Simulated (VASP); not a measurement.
Runs of VASP 6.6.1 on Hf3SiMo. The structure is that of space group Pm-3m (No. 221), or close to it. The cells are those of the table. The cell was built from a structure type or drawn by symmetry, and may not be a known phase.

```csv
task,cell,k mesh,cutoff (eV),gap on the mesh (eV),pressure (GPa),relaxed volume (Å³/atom)
single point,"a = 4.436 Å, 5 atoms",4 × 4 × 4,520,none,(a),-
relaxation of cell and atoms,"relaxed from a = 4.436 Å, 5 atoms",4 × 4 × 4,600,none,0.1,24.01
single point,"a = 4.964 Å, 5 atoms",8 × 8 × 8,520,none,-0.5,-
relaxation of cell and atoms,"relaxed from a = 4.943 Å, 5 atoms",8 × 8 × 8,600,none,0.0,(b)
single point,"a = 4.943 Å, 5 atoms",4 × 4 × 4,520,none,-0.4,-
```

Alike in all rows: level PBE; potentials or basis VASP PAW PBE potentials, release 64 (Hf_pv, Si, Mo_sv); no spin polarisation; smearing gaussian 0.1 eV.

Task: Fill in the values left out.

Result: (a) 52.1; (b) 24.31.

Caveats: spin-orbit coupling is left out, which moves the levels of the heavy elements; the cell stands under pressure (at least some runs); the volume moved by over 15 % at a fixed basis, so the end points are rough (at least some runs).

A k mesh can miss the band edges, and the runs leave out spin-orbit coupling on Hf, Mo.

A gap of «none» marks levels without a gap at the run's occupations.
